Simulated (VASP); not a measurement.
# Na3BPd (Pmm2) in VASP: further runs, part 2 of 2

VASP 6.6.1.

### Step 3. Single point, PBE

This run uses another cell than the first one: it holds 10 atoms, not 5.

The input, INCAR:

```
  PREC = Accurate
  ENCUT = 520
  EDIFF = 1E-6
  ISMEAR = 0
  SIGMA = 0.2
  LREAL = False
  LASPH = True
  NELM = 80
  ALGO = Fast
  ISIF = 2
  LWAVE = False
  LCHARG = False
  GGA = PE
  NBANDS = 45
```

The input, KPOINTS:

```
regular mesh
0
Gamma
  6 4 2
```

The input, POSCAR:

```
Na3BPd
1.0
    0.0000000000      0.0000000000      3.9907765928
    4.8020334421      0.0000000000      0.0000000000
    0.0000000000     12.3796942284      0.0000000000
Na B Pd
6 2 2
Direct
    0.7763780219      0.5000000000      0.5000000000
    0.7763780219      0.5000000000      0.0000000000
    0.2778854179      1.0000000000      0.1400701493
    0.2778854179      1.0000000000      0.6400701493
    0.2778854179      1.0000000000      0.3599298507
    0.2778854179      1.0000000000      0.8599298507
    0.2938836414      0.5000000000      0.2500000000
    0.2938836414      0.5000000000      0.7500000000
    0.7935969909      0.5000000000      0.2500000000
    0.7935969909      0.5000000000      0.7500000000
```

Potentials or basis: VASP PAW PBE potentials, release 64 (Na_pv, B, Pd).

Command:

```bash
> cat potpaw_PBE.64/Na_pv/POTCAR potpaw_PBE.64/B/POTCAR potpaw_PBE.64/Pd/POTCAR > POTCAR
> mpirun -np 1 vasp_std > vasp.out
```

OUTCAR:

```text
PREC = Accurate
   ENCUT = 520
   EDIFF = 1E-6
   ISMEAR = 0
   LREAL = False
   LASPH = True
   NELM = 80
   ISIF = 2
   GGA = PE

 ion  position               nearest neighbor table
   1  0.776  0.500  0.500-   9 3.10  10 3.10
   2  0.776  0.500  0.000-   9 3.10  10 3.10
   3  0.278  0.000  0.140-   5 2.72
   4  0.278  0.000  0.640-   6 2.72
   5  0.278  0.000  0.360-   3 2.72
   6  0.278  0.000  0.860-   4 2.72
   7  0.294  0.500  0.250-   9 1.99   9 2.00
   8  0.294  0.500  0.750-  10 1.99  10 2.00
   9  0.794  0.500  0.250-   7 1.99   7 2.00   2 3.10   1 3.10
  10  0.794  0.500  0.750-   8 1.99   8 2.00   2 3.10   1 3.10

  LATTYP: Found a simple orthorhombic cell.
 ALAT       =     3.9907765928
 B/A-ratio  =     1.2032829527
 C/A-ratio  =     3.1020764857

  Lattice vectors:

 A1 = (   0.0000000000,   0.0000000000,   3.9907765928)
 A2 = (   4.8020334421,   0.0000000000,   0.0000000000)
 A3 = (   0.0000000000,  12.3796942284,   0.0000000000)

Analysis of symmetry for initial positions (statically):
=====================================================================
 Subroutine PRICEL returns following result:

  LATTYP: Found a simple orthorhombic cell.
 ALAT       =     3.9907765928
 B/A-ratio  =     1.2032829527
 C/A-ratio  =     1.5510382429

  Lattice vectors:

 A1 = (   0.0000000000,   0.0000000000,   3.9907765928)
 A2 = (   4.8020334421,   0.0000000000,   0.0000000000)
 A3 = (   0.0000000000,   6.1898471142,   0.0000000000)

   2 primitive cells build up your supercell.

 Routine SETGRP: Setting up the symmetry group for a
 simple orthorhombic supercell.

 Subroutine GETGRP returns: Found  4 space group operations
 (whereof  4 operations were pure point group operations)
 out of a pool of  8 trial point group operations.

The static configuration has the point symmetry C_2v.

Analysis of symmetry for dynamics (positions and initial velocities):
=====================================================================
 Subroutine PRICEL returns following result:

  LATTYP: Found a simple orthorhombic cell.
 ALAT       =     3.9907765928
 B/A-ratio  =     1.2032829527
 C/A-ratio  =     1.5510382429

  Lattice vectors:

 A1 = (   0.0000000000,   0.0000000000,   3.9907765928)
 A2 = (   4.8020334421,   0.0000000000,   0.0000000000)
 A3 = (   0.0000000000,   6.1898471142,   0.0000000000)

   2 primitive cells build up your supercell.

 Routine SETGRP: Setting up the symmetry group for a
 simple orthorhombic supercell.

 Subroutine GETGRP returns: Found  4 space group operations
 (whereof  4 operations were pure point group operations)
 out of a pool of  8 trial point group operations.

The dynamic configuration has the point symmetry C_2v.

 Subroutine INISYM returns: Found  4 space group operations
 (whereof  4 operations are pure point group operations),
 and found     2 'primitive' translations

[... 58 lines left out ...]
  0.166667  0.000000  0.000000      2.000000
  0.333333  0.000000  0.000000      2.000000
  0.500000  0.000000  0.000000      1.000000
  0.000000  0.250000  0.000000      2.000000
  0.166667  0.250000  0.000000      4.000000
[... 16 lines left out ...]
  0.333333  0.500000  0.500000      2.000000
  0.500000  0.500000  0.500000      1.000000
   k-points           NKPTS =     24   k-points in BZ     NKDIM =     24   number of bands    NBANDS=     45
   number of dos      NEDOS =    301   number of ions     NIONS =     10
   total plane-waves  NPLWV = 103680
   dimension x,y,z NGX =    30 NGY =   36 NGZ =   96
   dimension x,y,z NGXF=    60 NGYF=   72 NGZF=  192
   ions per type =               6   2   2
   NGX,Y,Z   is equivalent  to a cutoff of  12.50, 12.46, 12.89 a.u.
   NGXF,Y,Z  is equivalent  to a cutoff of  24.99, 24.93, 25.78 a.u.
 SYSTEM =  unknown system
   PREC   = accura    normal or accurate (medium, high low for compatibility)
   ISTART =      0    job   : 0-new  1-cont  2-samecut
   ICHARG =      2    charge: 1-file 2-atom 10-const
   ISPIN  =      1    spin polarized calculation?
   LNONCOLLINEAR =      F non collinear calculations
   LSORBIT =      F    spin-orbit coupling
   LASPH  =      T    aspherical Exc in radial PAW
   ENCUT  =  520.0 eV  38.22 Ry    6.18 a.u.   7.42  8.93 23.02*2*pi/ulx,y,z
   NELM   =     80;   NELMIN=  2; NELMDL= -5     # of ELM steps
   EDIFF  = 0.1E-05   stopping-criterion for ELM
   LREAL  =      F    real-space projection
   EDIFFG = 0.1E-04   stopping-criterion for IOM
   NSW    =      0    number of steps for IOM
   IBRION =     -1    ionic relax: 0-MD 1-quasi-New 2-CG
   NFREE  =      0    steps in history (QN), initial steepest desc. (CG)
   ISIF   =      2    stress and relaxation
   ISYM   =      2    0-nonsym 1-usesym 2-fastsym
   POTIM  = 0.5000    time-step for ionic-motion
   TEBEG  =    0.0;   TEEND  =   0.0 temperature during run
   PSTRESS=    0.0 pullay stress
   NELECT =      68.0000    total number of electrons
   NUPDOWN=      -1.0000    fix difference up-down
   EMIN   =  10.00;   EMAX   =-10.00  energy-range for DOS
   EFERMI =   0.00;   METHOD = LEGACY
   ISMEAR =     0;   SIGMA  =   0.20  broadening in eV -4-tet -1-fermi 0-gaus
   EFERMI_NEDOS =   21; number of points for ismear=-14 and -15
   IALGO  =     68    algorithm
   IMIX   =      4    mixing-type and parameters
     AMIX     =   0.40;   BMIX     =  1.00
     AMIX_MAG =   1.60;   BMIX_MAG =  1.00
  volume/ion in A,a.u.               =      23.72       160.10
  Fermi-wavevector in a.u.,A,eV,Ry     =   1.079395  2.039760 15.852053  1.165093
  Thomas-Fermi vector in A             =   2.215359
   LORBIT       =      0    0 simple, 1 ext, 2 COOP (PROOUT), +10 PAW based schemes
   GGA     = PE    functional components
   LHFCALC =     F    Hartree Fock is set to
   AEXX    =    0.0000 exact exchange contribution
   IVDW    =     0    specifies the selected vdW correction
   LEPSILON=     F    determine dielectric tensor
   LRPA    =     F    only Hartree local field effects (RPA)
 non-spin polarized calculation
 RMM-DIIS sequential band-by-band and
 Gauss-broadening in eV      SIGMA  =   0.20
  energy-cutoff  :      520.00
  volume of cell :      237.24
 maximum number of plane-waves:      6413
 NGX is ok and might be reduce to    30

 number of electron      68.0000009 magnetization

 Free energy of the ion-electron system (eV)
  ---------------------------------------------------
  ext. energy  EPLUGINS =         0.00000000
  ---------------------------------------------------
  free energy    TOTEN  =       -29.71226110 eV

  energy without entropy =      -29.63107840  energy(sigma->0) =      -29.67166975

 E-fermi :   1.8879     XC(G=0):  -8.0013

 val. band max:        1.8720389405   @ k =   0.1667   0.5000   0.0000
 cond. band min:       1.9435692004   @ k =   0.3333   0.5000   0.0000
 fundamental gap:      0.0715302599
 Fermi energy:         1.8878880308

 k-point     1 :       0.0000    0.0000    0.0000
  band No.  band energies     occupation
      1     -22.7678      2.00000
      2     -22.7677      2.00000
      3     -22.7568      2.00000
      4     -22.7562      2.00000
      5     -22.7562      2.00000
      6     -22.7364      2.00000
[... 1141 lines left out ...]
     44       4.5960      0.00000
     45       5.5441      0.00000

------------------------ aborting loop because EDIFF is reached ----------------------------------------

  FORCE on cell =-STRESS in cart. coord.  units (eV):
  Direction    XX          YY          ZZ          XY          YZ          ZX
  --------------------------------------------------------------------------------------
  -------------------------------------------------------------------------------------
  Total       -0.5462197      0.0042914      1.4626828      0.0000000      0.0000000      0.0000000
  in kB       -3.6888026      0.0289814      9.8779821      0.0000000      0.0000000      0.0000000
  external PRESSURE =       2.0727203 kB  Pullay stress =       0.0000000 kB

 VOLUME and BASIS-vectors are now :
 -----------------------------------------------------------------------------
  energy-cutoff  :      520.00
  volume of cell :      237.24
      direct lattice vectors                 reciprocal lattice vectors
     0.000000000  0.000000000  3.990776593     0.000000000  0.000000000  0.250577795
     4.802033442  0.000000000  0.000000000     0.208245114  0.000000000  0.000000000
     0.000000000 12.379694228  0.000000000     0.000000000  0.080777439  0.000000000

 POSITION                                       TOTAL-FORCE (eV/Angst)
 -----------------------------------------------------------------------------------
      2.40102      6.18985      3.09835        -0.000000     -0.000000      0.000496
      2.40102      0.00000      3.09835        -0.000000     -0.000000      0.000496
      0.00000      1.73403      1.10898        -0.000000      0.002113      0.000975
      0.00000      7.92387      1.10898        -0.000000      0.002113      0.000975
      0.00000      4.45582      1.10898        -0.000000     -0.002113      0.000975
      0.00000     10.64567      1.10898        -0.000000     -0.002113      0.000975
      2.40102      3.09492      1.17282        -0.000000      0.000000     -0.006922
      2.40102      9.28477      1.17282        -0.000000      0.000000     -0.006922
      2.40102      3.09492      3.16707         0.000000      0.000000      0.004477
      2.40102      9.28477      3.16707         0.000000      0.000000      0.004477
 -----------------------------------------------------------------------------------
    total drift:                                0.000000      0.000029     -0.004118

  FREE ENERGIE OF THE ION-ELECTRON SYSTEM (eV)
  ---------------------------------------------------
  free  energy   TOTEN  =       -29.7122610966 eV

  energy  without entropy=      -29.6310783988  energy(sigma->0) =      -29.67166975
```

Run time: 7.3 min. Hardware: 1 thread of Oxide Virtual Turin-like, shared host; peak memory 0.4 GiB.

What came out:

```
Free energy            : -29.7123 eV
Pressure               : 0.2 GPa
Largest force          : 0.007 eV/Å
Band gap on the k mesh : zero (band 34 reaches 2.89 eV, above the bottom of band 35 at 1.57 eV)
```

Forces on the atoms (eV/Å):
```
Na   0.000  0.000  0.000
Na   0.000  0.000  0.000
Na   0.000  0.002  0.001
Na   0.000  0.002  0.001
Na   0.000 -0.002  0.001
Na   0.000 -0.002  0.001
B    0.000  0.000 -0.007
B    0.000  0.000 -0.007
Pd   0.000  0.000  0.004
Pd   0.000  0.000  0.004
```

Levels at points of the mesh, in eV from the Fermi level:
| k point | band 32 | band 33 | band 34 | band 35 | band 36 | band 37 |
| --- | --- | --- | --- | --- | --- | --- |
| (0.00, 0.00, 0.00) | -1.20 | -0.39 | -0.33 | -0.27 | 0.73 | 0.75 |
| (0.50, 0.00, 0.00) | -1.83 | -0.02 | 0.23 | 0.70 | 2.12 | 2.23 |
| (0.00, 0.50, 0.00) | -2.06 | -1.72 | -0.72 | -0.32 | 0.55 | 0.84 |
| (0.50, 0.50, 0.00) | -1.01 | 0.43 | 1.00 | 1.24 | 1.36 | 1.66 |
| (0.00, 0.00, 0.50) | -2.00 | -0.36 | -0.36 | 0.60 | 0.60 | 0.74 |
| (0.50, 0.00, 0.50) | -2.07 | 0.42 | 0.42 | 0.68 | 0.68 | 2.73 |
| (0.00, 0.50, 0.50) | -2.10 | -1.23 | -1.23 | 0.10 | 0.10 | 0.84 |
| (0.50, 0.50, 0.50) | -1.13 | 0.69 | 0.69 | 1.17 | 1.17 | 1.62 |

### Step 4. Single point, PBE

This run uses another cell than the first one, of 23.72 Å³/atom, 1.005 times its volume.

The input, INCAR:

```
PREC     = Accurate       # precision mode
ENCUT    = 520            # plane-wave cutoff, eV
EDIFF    = 1E-6           # SCF threshold, eV
ISMEAR   = 0              # smearing method
SIGMA    = 0.1            # smearing width, eV
LREAL    = F              # projectors in reciprocal space
LASPH    = T              # aspherical terms in the spheres
NELM     = 100            # most SCF steps
ALGO     = Fast           # electronic algorithm
ISIF     = 2              # what is computed and relaxed
LWAVE    = F              # write WAVECAR
LCHARG   = F              # write CHGCAR
GGA      = PE             # functional
NBANDS   = 25             # bands
```

The input, KPOINTS:

```
Automatic mesh
0
Gamma
  8 6 10
```

The input, POSCAR:

```
Na3BPd
1.0
    4.8020334421      0.0000000000      0.0000000000
    0.0000000000      6.1898471142      0.0000000000
    0.0000000000      0.0000000000      3.9907765928
Na B Pd
3 1 1
Direct
    0.5000000000      0.0000000000      0.7763780219
    0.0000000000      0.2801402985      0.2778854179
    0.0000000000      0.7198597015      0.2778854179
    0.5000000000      0.5000000000      0.2938836414
    0.5000000000      0.5000000000      0.7935969909
```

Command:

```bash
> cat potpaw_PBE.64/Na_pv/POTCAR potpaw_PBE.64/B/POTCAR potpaw_PBE.64/Pd/POTCAR > POTCAR
> mpirun -np 1 vasp_std > vasp.out
```

Run time: 6 min. Hardware: 1 thread of Oxide Virtual Turin-like, shared host; peak memory 0.42 GiB.

The run converged. Its results:

| Item | Value |
| --- | --- |
| Free energy | -14.8285 eV |
| Pressure | 0.1 GPa |
| Largest force | 0.004 eV/Å |
| Band gap on the k mesh | zero (band 17 reaches 3.13 eV, above the bottom of band 18 at 1.58 eV) |

Forces on the atoms (eV/Å):
```
Na   0.000  0.000  0.000
Na   0.000 -0.001  0.001
Na   0.000  0.001  0.001
B    0.000  0.000 -0.004
Pd   0.000  0.000  0.002
```

Stress tensor (GPa, compression positive):
```
-0.01  0.00  0.00
 0.00  0.02  0.00
 0.00  0.00  0.15
```

Levels at points of the mesh, in eV from the Fermi level:
| k point | band 14 | band 15 | band 16 | band 17 | band 18 | band 19 | band 20 | band 21 |
| --- | --- | --- | --- | --- | --- | --- | --- | --- |
| (0.00, 0.00, 0.00) | -2.59 | -2.39 | -1.31 | -0.50 | -0.35 | 0.58 | 3.51 | 4.15 |
| (0.50, 0.00, 0.00) | -2.56 | -2.53 | -2.19 | -0.83 | 0.47 | 0.68 | 1.37 | 3.35 |
| (0.00, 0.50, 0.00) | -2.90 | -2.50 | -2.40 | -0.44 | 0.59 | 1.06 | 3.45 | 3.98 |
| (0.50, 0.50, 0.00) | -2.54 | -2.17 | -2.15 | -1.81 | -0.38 | 0.69 | 2.68 | 3.65 |
| (0.00, 0.00, 0.50) | -2.48 | -2.34 | -2.32 | 0.63 | 2.05 | 2.12 | 2.23 | 2.59 |
| (0.50, 0.00, 0.50) | -2.42 | -2.41 | -1.31 | 0.36 | 0.93 | 2.22 | 2.43 | 2.84 |
| (0.00, 0.50, 0.50) | -2.45 | -2.35 | -1.92 | -0.09 | 0.16 | 2.64 | 3.58 | 4.63 |
| (0.50, 0.50, 0.50) | -2.46 | -2.34 | -1.10 | 1.17 | 1.28 | 1.57 | 1.60 | 1.64 |

### Step 5. Overview

```csv
cell,k mesh,smearing,gap on the mesh (eV),pressure (GPa),largest force (eV/Å)
"a = 4.754, b = 6.173, c = 4.020 Å, 5 atoms",4 × 4 × 6,gaussian 0.1 eV,none,0.0,0.01
"a = 3.991, b = 4.802, c = 12.380 Å, 10 atoms",6 × 4 × 2,gaussian 0.2 eV,none,0.2,0.01
"a = 4.802, b = 6.190, c = 3.991 Å, 5 atoms",8 × 6 × 10,gaussian 0.1 eV,none,0.1,-
```

Alike in all rows: task single point; level PBE; potentials or basis VASP PAW PBE potentials, release 64 (Na_pv, B, Pd); no spin polarisation; cutoff (eV) 520.

Total energies depend on the potentials used, so only differences within one code and one set of settings carry meaning.
